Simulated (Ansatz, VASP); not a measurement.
## AlSn: VASP beside Ansatz

The input INCAR:

```
SYSTEM = AlSn
PREC     = Accurate       ! precision mode
ENCUT    = 520            ! plane-wave cutoff, eV
EDIFF    = 1E-8           ! SCF threshold, eV
ISMEAR   = -1             ! smearing method
SIGMA    = 0.05           ! smearing width, eV
LREAL    = .FALSE.        ! projectors in reciprocal space
LASPH    = .TRUE.         ! aspherical terms in the spheres
NELM     = 80             ! most SCF steps
ALGO     = Normal         ! electronic algorithm
ISIF     = 2              ! what is computed and relaxed
LWAVE    = .FALSE.        ! write WAVECAR
LCHARG   = .FALSE.        ! write CHGCAR
GGA      = PS             ! functional
LEFG     = .TRUE.       
NBANDS   = 16             ! bands
```

File KPOINTS:

```
Automatic mesh
0
G
  10 10 11
  0 0 0
```

File POSCAR:

```
AlSn
1.0
    3.8971760296      0.0000000000      0.0000000000
   -1.9485880148      3.3750534446      0.0000000000
    0.0000000000      0.0000000000      3.0698048219
Al Sn
1 1
Direct
    0.0000000000      0.0000000000      0.0000000000
    0.3333333333      0.6666666667      0.5000000000
```

Input for Ansatz:

```yaml
crystal:
  lattice:
    - [3.8971760296, 0.0, 0.0]
    - [-1.9485880148, 3.3750534446, 0.0]
    - [0.0, 0.0, 3.0698048219]
  atoms:
    - { symbol: Al, position: [0.0, 0.0, 0.0] }
    - { symbol: Sn, position: [0.3333333333, 0.6666666667, 0.5] }
kpoints:
  mp_grid: { grid: [10, 10, 11] }
  band_path:
    path:
      - [0.0, 0.0, 0.0]
      - [0.5, 0.0, 0.0]
      - [0.3333333333, 0.3333333333, 0.0]
      - [0.0, 0.0, 0.0]
      - [0.0, 0.0, 0.5]
      - [0.5, 0.0, 0.5]
      - [0.3333333333, 0.3333333333, 0.5]
      - [0.0, 0.0, 0.5]
      - [0.5, 0.0, 0.5]
    npoints: 6
scf:
  occupations: { method: fermi_dirac, width: 0.05 }
hamiltonian:
  xc: pbesol
  pseudopotentials: { kind: paw }
output:
  forces: true
  stress: true
  eigenvalues: true
  efg: { contact_densities: true }
  populations: true
```

Change from the starting cell: volume scaled by 0.8, PAW files.

Alike in both runs: task electric field gradients; functional PBEsol; k mesh 10 × 10 × 11; occupations fermi-dirac, width 0.05 eV; no spin polarisation.

|  | VASP | Ansatz |
| --- | --- | --- |
| version | VASP 6.6.1 | Ansatz 0.2.0 |
| potentials or method | VASP PAW PBE potentials, release 64 (Al, Sn_d) | PAW with Ansatz's default frozen-core files, scalar-relativistic |
| plane-wave cutoff (eV) | 520 | 420 |
| valence electrons in the cell | 17 | 17 |

|  | VASP | Ansatz | Ansatz less VASP |
| --- | --- | --- | --- |
| pressure (GPa) | 15.5 | 15.6 | +0.04 |
| traceless stress, the component that is largest in VASP (GPa) | 1.22 | 1.23 | +0.007 |
| size of Vzz on the site where it differs most (V/Å²) | 99.4 | 105.9 | +6.56 |

VASP's potentials were made for PBE, not for PBEsol. The functional is the same, so the differences come from potentials, cutoffs and numerics.
